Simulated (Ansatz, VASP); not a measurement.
**GaCo in VASP and in Ansatz**

The input INCAR:

```
ALGO     = Normal         # electronic algorithm
EDIFF    = 1E-6           # SCF threshold, eV
ENCUT    = 520            # plane-wave cutoff, eV
GGA      = PE             # functional
ISIF     = 2              # what is computed and relaxed
ISMEAR   = -1             # smearing method
ISPIN    = 2              # spin polarisation
LASPH    = T              # aspherical terms in the spheres
LCHARG   = F              # write CHGCAR
LMAXMIX  = 4              # l up to which the mixer works
LORBIT   = 11             # projections on sites
LREAL    = F              # projectors in reciprocal space
LWAVE    = F              # write WAVECAR
MAGMOM   = 0 0 3 0        # initial moments
NBANDS   = 34             # bands
NELM     = 150            # most SCF steps
PREC     = Accurate       # precision mode
SIGMA    = 0.05           # smearing width, eV
```

The input KPOINTS:

```
k-points
0
Gamma
  6 9 6
```

Contents of POSCAR:

```
GaCo
1.0
   -2.8831000000      0.0000000000     -2.8831000000
    0.0000000000     -2.8831000000      0.0000000000
   -2.8831000000      0.0000000000      2.8831000000
Ga Co
2 2
Direct
    0.0000000000      0.5000000000      0.5000000000
    0.5000000000      0.5000000000      0.0000000000
    0.0000000000      0.0000000000      0.0000000000
    0.5000000000      0.0000000000      0.5000000000
```

Input for Ansatz:

```yaml
crystal:
  lattice:
    - [-2.8831, 0.0, -2.8831]
    - [0.0, -2.8831, 0.0]
    - [-2.8831, 0.0, 2.8831]
  atoms:
    - { symbol: Ga, position: [0.0, 0.5, 0.5] }
    - { symbol: Ga, position: [0.5, 0.5, 0.0] }
    - { symbol: Co, position: [0.0, 0.0, 0.0], spin: 3.0 }
    - { symbol: Co, position: [0.5, 0.0, 0.5] }
magnetization:
  spin_polarized: true
hamiltonian:
  xc: pbe
  pseudopotentials: { kind: paw }
basis:
  ecutwfc: 420
kpoints:
  mp_grid: { grid: [6, 9, 6] }
scf:
  occupations: { method: fermi_dirac, width: 0.05 }
  lower_state_search: "off"
output:
  forces: true
  stress: true
```

Alike in both runs: task single point; functional PBE; k mesh 6 × 9 × 6; occupations fermi-dirac, width 0.05 eV; collinear spin.

|  | VASP | Ansatz |
| --- | --- | --- |
| version | VASP 6.6.1 | Ansatz 0.2.0 |
| potentials or method | VASP PAW PBE potentials, release 64 (Ga_d, Co), cutoff 520 eV | PAW, plane waves, scalar-relativistic |
| valence electrons in the cell | 44 | 60 |

|  | VASP | Ansatz | Ansatz less VASP |
| --- | --- | --- | --- |
| pressure (GPa) | 0.1 | 0.0 | -0.19 |
| traceless stress, the component that is largest in VASP (GPa) | 0.39 | 0.45 | +0.063 |
| net moment per atom (μB) | 0.00 | 0.00 | -0.001 |
| size of the moment on the site where the two differ most (μB) | 0.24 | 0.25 | +0.017 |

Site moments also hang on the region over which each program counts them. VASP's potentials hold 44 valence electrons a cell and Ansatz's 60, so a difference there can come from the potentials and not from the codes. Ansatz's warnings: seeded moment not kept.
